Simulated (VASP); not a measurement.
A run of VASP 6.6.1 is set up as follows.

File INCAR:

```
SYSTEM = AlN
PREC = Accurate
ENCUT = 600
EDIFF = 1E-6
ISMEAR = -1
SIGMA = 0.05
LREAL = .FALSE.
LASPH = .TRUE.
NELM = 80
ALGO = Normal
ISIF = 3
LWAVE = .FALSE.
LCHARG = .FALSE.
GGA = PS
IBRION = 2
NSW = 60
EDIFFG = -0.01
PSTRESS = 200.0
```

KPOINTS

```
Automatic mesh
0
G
  10 10 6
  0 0 0
```

The input POSCAR:

```
AlN
1.0
    3.1130000000      0.0000000000      0.0000000000
   -1.5565000000      2.6959370820      0.0000000000
    0.0000000000      0.0000000000      4.9810000000
Al N
2 2
Direct
    0.6666666667      0.3333333333      0.5000000000
    0.3333333333      0.6666666667      0.0000000000
    0.6666666667      0.3333333333      0.8800000000
    0.3333333333      0.6666666667      0.3800000000
```

Potentials or basis: VASP PAW PBE potentials, release 64 (Al, N).

The run is started by

```sh
$ cat potpaw_PBE.64/Al/POTCAR potpaw_PBE.64/N/POTCAR > POTCAR
$ mpirun -np 1 vasp_std > vasp.out
```

Estimate the space group after relaxing (to 0.1 Å).

P6_3mc (No. 186).

Estimate the relaxed cell.

a = 3.035 Å, b = 3.035 Å, c = 4.818 Å, α = 90.00°, β = 90.00°, γ = 120.00°.

Predict the band gap on the k mesh.

4.81 eV.

What does it give for the relaxed volume?

9.61 Å³/atom.

The path:
| step | energy change (eV) | largest force (eV/Å) | pressure (GPa) | volume (Å³) |
| --- | --- | --- | --- | --- |
| 1 | 0.0000 | 0.1321 | 0.04 | 41.80 |
| 2 | 1.1411 | 0.0827 | 57.86 | 34.41 |
| 3 | 0.1838 | 0.0830 | 19.38 | 38.55 |
| 4 | 0.1937 | 0.0809 | 19.95 | 38.47 |
| 5 | 0.2018 | 0.0792 | 20.42 | 38.40 |
| 6 | 0.2016 | 0.0287 | 20.42 | 38.39 |
| 7 | 0.2026 | 0.0382 | 20.40 | 38.38 |
| 8 | 0.1845 | 0.0646 | 19.27 | 38.53 |
| 9 | 0.1957 | 0.0022 | 20.01 | 38.43 |

Caveat: the cell is relaxed towards a set pressure, so the run minimises the enthalpy, not the energy; the PAW data sets were made with another functional, which shifts forces and pressure a little. A k mesh can miss the band edges.
